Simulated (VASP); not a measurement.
# Al9N in VASP: relaxation of the atoms with PBEsol

Aim: the relaxation of the atoms of Al9N with PBEsol.

Everything below comes from runs of VASP 6.6.1. Logs are shortened: lines on timing, memory, paths and dates and some standing lists are left out, and cuts for length are marked.

**1. The cell of the first run**

The cell holds a slab with vacuum, 10 atoms: a = 2.836 Å, b = 2.836 Å, c = 34.138 Å, α = 90.00°, β = 90.00°, γ = 120.00°.

**2. Relaxation of the atoms, PBEsol**

INCAR reads:

```
PREC = Accurate
ENCUT = 520
EDIFF = 1E-6
ISMEAR = 0
SIGMA = 0.1
LREAL = False
LASPH = True
NELM = 100
ALGO = Normal
ISIF = 2
LWAVE = False
LCHARG = False
LDIPOL = True
IDIPOL = 3
DIPOL = 0.5 0.5 0.420
GGA = PS
IBRION = 2
NSW = 36
EDIFFG = -0.025
```

KPOINTS reads:

```
regular mesh
0
Gamma
  12 12 1
```

POSCAR reads:

```
Al9N
1.0
    2.8360890834      0.0000000000      0.0000000000
   -1.4180445417      2.4561251936      0.0000000000
    0.0000000000      0.0000000000     34.1378324787
Al N
9 1
Selective dynamics
Direct
    0.3333333333      0.6666666667      0.1171720554  F F F
    0.0000000000      0.0000000000      0.1854391565  F F F
    0.6666666667      0.3333333333      0.2537062577  F F F
    0.0000000000      0.0000000000      0.3219733588  F F F
    0.3333333333      0.6666666667      0.3896661213  F F F
    0.0000000000      0.0000000000      0.4573304602  F F F
    0.6666666667      0.3333333333      0.5260691494  F F F
    0.0000000000      0.0000000000      0.5941774940  F F F
    0.3333333333      0.6666666667      0.6631303406  F F F
    0.6666666667      1.3333333333      0.6864836231  F F T
```

Potentials or basis: VASP PAW PBE potentials, release 64 (Al, N).

Started as:

```bash
$ cat potpaw_PBE.64/Al/POTCAR potpaw_PBE.64/N/POTCAR > POTCAR
$ mpirun -np 1 vasp_std > vasp.out
```

OUTCAR:

```text
PREC = Accurate
   ENCUT = 520
   EDIFF = 1E-6
   ISMEAR = 0
   LREAL = False
   LASPH = True
   NELM = 100
   ISIF = 2
   GGA = PS
   IBRION = 2
   NSW = 36
   EDIFFG = -0.025

 ion  position               nearest neighbor table
   1  0.333  0.667  0.117-   2 2.85   2 2.85   2 2.85
   2  0.000  0.000  0.185-   1 2.85   1 2.85   1 2.85   3 2.85   3 2.85   3 2.85
   3  0.667  0.333  0.254-   4 2.85   4 2.85   4 2.85   2 2.85   2 2.85   2 2.85
   4  0.000  0.000  0.322-   5 2.83   5 2.83   5 2.83   3 2.85   3 2.85   3 2.85
   5  0.333  0.667  0.390-   6 2.83   6 2.83   6 2.83   4 2.83   4 2.83   4 2.83
   6  0.000  0.000  0.457-   5 2.83   5 2.83   5 2.83   7 2.86   7 2.86   7 2.86
   7  0.667  0.333  0.526-   8 2.84   8 2.84   8 2.84   6 2.86   6 2.86   6 2.86
   8  0.000  0.000  0.594-   7 2.84   7 2.84   7 2.84   9 2.87   9 2.87   9 2.87
   9  0.333  0.667  0.663-  10 1.82  10 1.82  10 1.82   8 2.87   8 2.87   8 2.87
  10  0.667  0.333  0.686-   9 1.82   9 1.82   9 1.82

  LATTYP: Found a hexagonal cell.
 ALAT       =     2.8360890834
 C/A-ratio  =    12.0369394172

  Lattice vectors:

 A1 = (   2.8360890834,   0.0000000000,   0.0000000000)
 A2 = (  -1.4180445417,   2.4561251936,   0.0000000000)
 A3 = (   0.0000000000,   0.0000000000,  34.1378324787)

Analysis of symmetry for initial positions (statically):
=====================================================================
 Subroutine PRICEL returns:
 Original cell was already a primitive cell.

 Routine SETGRP: Setting up the symmetry group for a
 hexagonal supercell.

 Subroutine GETGRP returns: Found  6 space group operations
 (whereof  6 operations were pure point group operations)
 out of a pool of 24 trial point group operations.

The static configuration has the point symmetry C_3v.

Analysis of symmetry for dynamics (positions and initial velocities):
=====================================================================
 Subroutine PRICEL returns:
 Original cell was already a primitive cell.

 Routine SETGRP: Setting up the symmetry group for a
 hexagonal supercell.

 Subroutine GETGRP returns: Found  6 space group operations
 (whereof  6 operations were pure point group operations)
 out of a pool of 24 trial point group operations.

The dynamic configuration has the point symmetry C_3v.

Analysis of constrained symmetry for selective dynamics:
=====================================================================
 Subroutine PRICEL returns:
 Original cell was already a primitive cell.

 Routine SETGRP: Setting up the symmetry group for a
 hexagonal supercell.

 Subroutine GETGRP returns: Found  6 space group operations
 (whereof  6 operations were pure point group operations)
 out of a pool of 24 trial point group operations.

The constrained configuration has the point symmetry C_3v.

 Subroutine INISYM returns: Found  6 space group operations
 (whereof  6 operations are pure point group operations),
 and found     1 'primitive' translations

----------------------------------------------------------------------------------------

                                     Primitive cell

  volume of cell :     237.7970

  direct lattice vectors                    reciprocal lattice vectors
     2.836089083  0.000000000  0.000000000     0.352598233  0.203572685  0.000000000
    -1.418044542  2.456125194  0.000000000     0.000000000  0.407145370  0.000000000
     0.000000000  0.000000000 34.137832479     0.000000000  0.000000000  0.029293014

  length of vectors
     2.836089083  2.836089083 34.137832479     0.407145370  0.407145370  0.029293014

  position of ions in fractional coordinates (direct lattice)
     0.333333333  0.666666667  0.117172055
     0.000000000  0.000000000  0.185439157
     0.666666667  0.333333333  0.253706258
     0.000000000  0.000000000  0.321973359
     0.333333333  0.666666667  0.389666121
     0.000000000  0.000000000  0.457330460
[... 40 lines left out ...]
 ===========================================

 Found     19 irreducible k-points:

 Following reciprocal coordinates:
            Coordinates               Weight
  0.000000  0.000000  0.000000      1.000000
  0.083333  0.000000  0.000000      6.000000
  0.166667 -0.000000  0.000000      6.000000
  0.250000 -0.000000  0.000000      6.000000
  0.333333 -0.000000  0.000000      6.000000
  0.416667  0.000000  0.000000      6.000000
[... 11 lines left out ...]
  0.333333  0.250000  0.000000     12.000000
  0.333333  0.333333  0.000000      2.000000
   k-points           NKPTS =     19   k-points in BZ     NKDIM =     19   number of bands    NBANDS=     22
   number of dos      NEDOS =    301   number of ions     NIONS =     10
   total plane-waves  NPLWV = 147456
   dimension x,y,z NGX =    24 NGY =   24 NGZ =  256
   dimension x,y,z NGXF=    48 NGYF=   48 NGZF=  512
   ions per type =               9   1
   NGX,Y,Z   is equivalent  to a cutoff of  14.07, 14.07, 12.47 a.u.
   NGXF,Y,Z  is equivalent  to a cutoff of  28.14, 28.14, 24.93 a.u.
 SYSTEM =  unknown system
   PREC   = accura    normal or accurate (medium, high low for compatibility)
   ISTART =      0    job   : 0-new  1-cont  2-samecut
   ICHARG =      2    charge: 1-file 2-atom 10-const
   ISPIN  =      1    spin polarized calculation?
   LNONCOLLINEAR =      F non collinear calculations
   LSORBIT =      F    spin-orbit coupling
   LASPH  =      T    aspherical Exc in radial PAW
   ENCUT  =  520.0 eV  38.22 Ry    6.18 a.u.   5.27  5.27 63.47*2*pi/ulx,y,z
   NELM   =    100;   NELMIN=  2; NELMDL= -5     # of ELM steps
   EDIFF  = 0.1E-05   stopping-criterion for ELM
   LREAL  =      F    real-space projection
   EDIFFG = -.3E-01   stopping-criterion for IOM
   NSW    =     36    number of steps for IOM
   IBRION =      2    ionic relax: 0-MD 1-quasi-New 2-CG
   NFREE  =      1    steps in history (QN), initial steepest desc. (CG)
   ISIF   =      2    stress and relaxation
   ISYM   =      2    0-nonsym 1-usesym 2-fastsym
   POTIM  = 0.5000    time-step for ionic-motion
   TEBEG  =    0.0;   TEEND  =   0.0 temperature during run
   PSTRESS=    0.0 pullay stress
   NELECT =      32.0000    total number of electrons
   NUPDOWN=      -1.0000    fix difference up-down
   EMIN   =  10.00;   EMAX   =-10.00  energy-range for DOS
   EFERMI =   0.00;   METHOD = LEGACY
   ISMEAR =     0;   SIGMA  =   0.10  broadening in eV -4-tet -1-fermi 0-gaus
   EFERMI_NEDOS =   21; number of points for ismear=-14 and -15
   IALGO  =     38    algorithm
   IMIX   =      4    mixing-type and parameters
     AMIX     =   0.40;   BMIX     =  1.00
     AMIX_MAG =   1.60;   BMIX_MAG =  1.00
  volume/ion in A,a.u.               =      23.78       160.47
  Fermi-wavevector in a.u.,A,eV,Ry     =   0.838924  1.585337  9.575696  0.703794
  Thomas-Fermi vector in A             =   1.953059
   LORBIT       =      0    0 simple, 1 ext, 2 COOP (PROOUT), +10 PAW based schemes
   GGA     = PS    functional components
   LHFCALC =     F    Hartree Fock is set to
   AEXX    =    0.0000 exact exchange contribution
   IVDW    =     0    specifies the selected vdW correction
   LEPSILON=     F    determine dielectric tensor
   LRPA    =     F    only Hartree local field effects (RPA)
 conjugate gradient relaxation of ions
 non-spin polarized calculation
 Gauss-broadening in eV      SIGMA  =   0.10
  energy-cutoff  :      520.00
  volume of cell :      237.80
 maximum number of plane-waves:      6440
 NGX is ok and might be reduce to    24
   NGX = 11   NGY = 11   NGZ =127

--------------------------------------- Ionic step        1  -------------------------------------------

 number of electron      31.9999999 magnetization

 Free energy of the ion-electron system (eV)
  ---------------------------------------------------
  ext. energy  EPLUGINS =         0.00000000
  ---------------------------------------------------
  free energy    TOTEN  =       -44.68559072 eV

  energy without entropy =      -44.66547348  energy(sigma->0) =      -44.67553210

------------------------ aborting loop because EDIFF is reached ----------------------------------------

  FORCE on cell =-STRESS in cart. coord.  units (eV):
  Direction    XX          YY          ZZ          XY          YZ          ZX
  --------------------------------------------------------------------------------------
  -------------------------------------------------------------------------------------
  Total        4.2448498      4.2448498     -0.5061074      0.0000000      0.0000000     -0.0000000
  in kB       28.6000372     28.6000372     -3.4099416      0.0000000      0.0000000     -0.0000000
  external PRESSURE =      17.9300443 kB  Pullay stress =       0.0000000 kB
[... 69 lines left out ...]
  FREE ENERGIE OF THE ION-ELECTRON SYSTEM (eV)
  ---------------------------------------------------
  free  energy   TOTEN  =       -44.8867343975 eV

  energy  without entropy=      -44.8644451274  energy(sigma->0) =      -44.87558976

 dipolmoment           0.000000      0.000000     -0.206854 electrons x Angstroem

--------------------------------------- Ionic step        3  -------------------------------------------

 number of electron      31.9999999 magnetization

------------------------ aborting loop because EDIFF is reached ----------------------------------------
[... 39 lines left out ...]
--------------------------------------- Ionic step        4  -------------------------------------------

 number of electron      31.9999999 magnetization

 dipolmoment           0.000000      0.000000      0.086195 electrons x Angstroem

 Free energy of the ion-electron system (eV)
  ---------------------------------------------------
  ext. energy  EPLUGINS =         0.00000000
  ---------------------------------------------------
  free energy    TOTEN  =       -45.12980182 eV

  energy without entropy =      -45.10841405  energy(sigma->0) =      -45.11910794

 E-fermi :   2.9669     XC(G=0):  -6.9883

 val. band max:        2.9650908493   @ k =   0.2500   0.2500   0.0000
 cond. band min:       2.9698561064   @ k =   0.4167   0.0000   0.0000
 fundamental gap:      0.0047652571
 Fermi energy:         2.9668665207

 k-point     1 :       0.0000    0.0000    0.0000
  band No.  band energies     occupation
      1     -12.5789      2.00000
      2      -8.1273      2.00000
      3      -7.8335      2.00000
      4      -7.3905      2.00000
      5      -6.7624      2.00000
      6      -5.9572      2.00000
[... 464 lines left out ...]
     21       2.7540      1.99740
     22       3.0418      0.28934

------------------------ aborting loop because EDIFF is reached ----------------------------------------

 vacuum level on the upper side and lower side of the slab       (xc-potential included)         0.849        -1.393

  FORCE on cell =-STRESS in cart. coord.  units (eV):
  Direction    XX          YY          ZZ          XY          YZ          ZX
  --------------------------------------------------------------------------------------
  -------------------------------------------------------------------------------------
  Total        9.9747544      9.9747544      1.9661527     -0.0000000      0.0000000      0.0000000
  in kB       67.2057580     67.2057580     13.2471215     -0.0000000      0.0000000      0.0000000
  external PRESSURE =      49.2195458 kB  Pullay stress =       0.0000000 kB
[... 25 lines left out ...]
  FREE ENERGIE OF THE ION-ELECTRON SYSTEM (eV)
  ---------------------------------------------------
  free  energy   TOTEN  =       -45.1298018236 eV

  energy  without entropy=      -45.1084140468  energy(sigma->0) =      -45.11910794

 reached required accuracy - stopping structural energy minimisation

 vacuum level on the upper side and lower side of the slab         9.173         6.882
```

Wall time 10 min (1 thread of Intel Xeon Platinum 8488C (Sapphire Rapids), shared host); peak memory 0.44 GiB.

Results:

| Item | Value |
| --- | --- |
| Free energy | -45.1298 eV |
| Energy gained by relaxing | 44.4 meV/atom |
| Ionic steps | 4 |
| Band gap on the k mesh | zero (bands 16 and 17 overlap by 3.18 eV) |

The path:
| step | energy change (eV) | largest force on free atoms (eV/Å) | pressure (GPa) |
| --- | --- | --- | --- |
| 1 | 0.0000 | 2.1529 | 1.79 |
| 2 | -0.2011 | 1.7068 | 2.72 |
| 3 | -0.4406 | 0.2097 | 5.17 |
| 4 | -0.4442 | 0.0105 | 4.92 |

Final structure:
```xyz
10
Lattice="2.8361 0.0000 0.0000 -1.4180 2.4561 0.0000 0.0000 0.0000 34.1378" Properties=species:S:1:pos:R:3 pbc="T T T"
Al    0.0000    1.6374    4.0000
Al    0.0000    0.0000    6.3305
Al    1.4180    0.8187    8.6610
Al    0.0000    0.0000   10.9915
Al    0.0000    1.6374   13.3024
Al    0.0000    0.0000   15.6123
Al    1.4180    0.8187   17.9589
Al    0.0000    0.0000   20.2839
Al    0.0000    1.6374   22.6378
N     1.4180    0.8187   23.0690
```

Levels at points of the mesh, in eV from the Fermi level:
```
           k point  band 13  band 14  band 15  band 16  band 17  band 18  band 19  band 20
(0.00, 0.00, 0.00)    -0.91    -0.91    -0.42     1.16     2.74     3.99     4.94     6.04
(0.50, 0.00, 0.00)    -2.28    -1.99    -1.79    -1.64    -0.88    -0.41     0.32     0.76
```

Caveat: the highest band is partly filled, so the run has too few bands; the PAW data sets were made with another functional, which shifts forces and pressure a little.
